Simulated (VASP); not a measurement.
A run of VASP 6.6.1:

INCAR

```
SYSTEM = Te
  PREC = Accurate
  ENCUT = 520
  EDIFF = 1E-6
  ISMEAR = -1
  SIGMA = 0.1
  LREAL = .False.
  LASPH = .True.
  NELM = 80
  ALGO = Normal
  ISIF = 2
  LWAVE = .False.
  LCHARG = .False.
  NBANDS = 9
```

File KPOINTS:

```
regular mesh
0
Gamma
  12 12 12
  0 0 0
```

The input POSCAR:

```
Te
1.0
    2.4020440411      0.0000000000      0.0000000000
    0.0000000000      2.4020440411      0.0000000000
    0.0000000000      0.0000000000      2.4020440411
Te
1
Direct
    0.0000000000      0.0000000000      0.0000000000
```

Potentials or basis: VASP PAW LDA potentials, release 64 (Te).

Run with:

```bash
$ cat potpaw_LDA.64/Te/POTCAR > POTCAR
$ mpirun -np 1 vasp_std > vasp.out
```

Hardware: 1 thread of Intel Xeon 6975P-C, with other jobs on the host.

How long does it take, and how much memory?

It took 5.5 s on 1 thread of Intel Xeon 6975P-C (shared host), peak memory 0.12 GiB. Counts: scf iterations 11, k points 84.
